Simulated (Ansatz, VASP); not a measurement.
**AlNi: VASP beside Ansatz**

```xyz
8
Lattice="4.0856 0.0000 -2.9011 -4.0856 0.0000 -2.9011 0.0000 4.0856 2.9011" Properties=species:S:1:pos:R:3 pbc="T T T"
Al    0.0000    0.0000    0.0000
Al   -2.0428    2.0428   -2.9011
Al   -2.0428    2.0428    0.0000
Al    0.0000    0.0000   -2.9011
Ni    0.0000    2.0428    1.4506
Ni    2.0428    0.0000   -1.4506
Ni   -2.0428    0.0000   -1.4506
Ni    0.0000    2.0428   -1.4506
```

Alike in both runs: task single point; functional PBE; k mesh 14 × 14 × 14; occupations gaussian, width 0.15 eV; no spin polarisation.

|  | VASP | Ansatz |
| --- | --- | --- |
| version | VASP 6.6.1 | Ansatz 0.2.0 |
| potentials or method | VASP PAW PBE potentials, release 64 (Al, Ni), cutoff 520 eV | scalar-relativistic, plane waves, PAW |
| valence electrons in the cell | 52 | 84 |

```csv
,VASP,Ansatz,Ansatz less VASP
gap on the k mesh at the Fermi level (eV),none,none,-
pressure (GPa),0.0,0.0,0.00
"traceless stress, the component that is largest in VASP (GPa)",-0.19,-0.19,+0.005
```

A gap of «none» marks a metal or a gap that the smearing closes. VASP's potentials hold 52 valence electrons a cell and Ansatz's 84, so a difference there can come from the potentials and not from the codes. Ansatz's warnings: structure snapped to symmetry.
